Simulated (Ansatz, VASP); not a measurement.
## SrCl2 in VASP and in Ansatz

INCAR

```
PREC = Accurate
ENCUT = 520
EDIFF = 1E-6
ISMEAR = 0
SIGMA = 0.05
LREAL = False
LASPH = True
NELM = 80
ALGO = Normal
ISIF = 2
LWAVE = False
LCHARG = False
GGA = PE
NBANDS = 19
```

The input KPOINTS:

```
regular mesh
0
Gamma
  6 6 6
```

POSCAR

```
SrCl2
1.0
    0.0000000000      3.6714289355      3.3887289075
    3.6714289355      0.0000000000      3.3887289075
    3.6714289355      3.6714289355      0.0000000000
Sr Cl
1 2
Direct
    0.0000000000      0.0000000000      0.0000000000
    0.2500000000      0.2500000000      0.2500000000
    0.7500000000      0.7500000000      0.7500000000
```

Input for Ansatz:

```yaml
crystal:
  lattice:
    - [0.0, 3.6714289355, 3.3887289075]
    - [3.6714289355, 0.0, 3.3887289075]
    - [3.6714289355, 3.6714289355, 0.0]
  atoms:
    - { symbol: Sr, position: [0.0, 0.0, 0.0] }
    - { symbol: Cl, position: [0.25, 0.25, 0.25] }
    - { symbol: Cl, position: [0.75, 0.75, 0.75] }
basis:
  ecutwfc: 420
kpoints:
  mp_grid: { grid: [6, 6, 6] }
hamiltonian:
  xc: pbe
scf:
  occupations: { method: gaussian, width: 0.05 }
output:
  forces: true
  stress: true
  eigenvalues: true
```

Alike in both runs: task single point; functional PBE; k mesh 6 × 6 × 6; occupations gaussian, width 0.05 eV; no spin polarisation.

|  | VASP | Ansatz |
| --- | --- | --- |
| version | VASP 6.6.1 | Ansatz 0.2.0 |
| potentials or method | VASP PAW PBE potentials, release 64 (Sr_sv, Cl), cutoff 520 eV | scalar-relativistic, plane waves, PAW |
| valence electrons in the cell | 24 | 24 |

VASP gave:

| Property | Result |
| --- | --- |
| gap on the k mesh at the Fermi level (eV) | 4.61 |
| least direct gap on the mesh (eV) | 4.84 |
| pressure (GPa) | -1.3 |
| traceless stress, the component that is largest in VASP (GPa) | 2.56 |

Question: Which values does Ansatz return?

Answer: gap on the k mesh at the Fermi level (eV): 4.61; least direct gap on the mesh (eV): 4.84; pressure (GPa): -1.3; traceless stress, the component that is largest in VASP (GPa): 2.57.
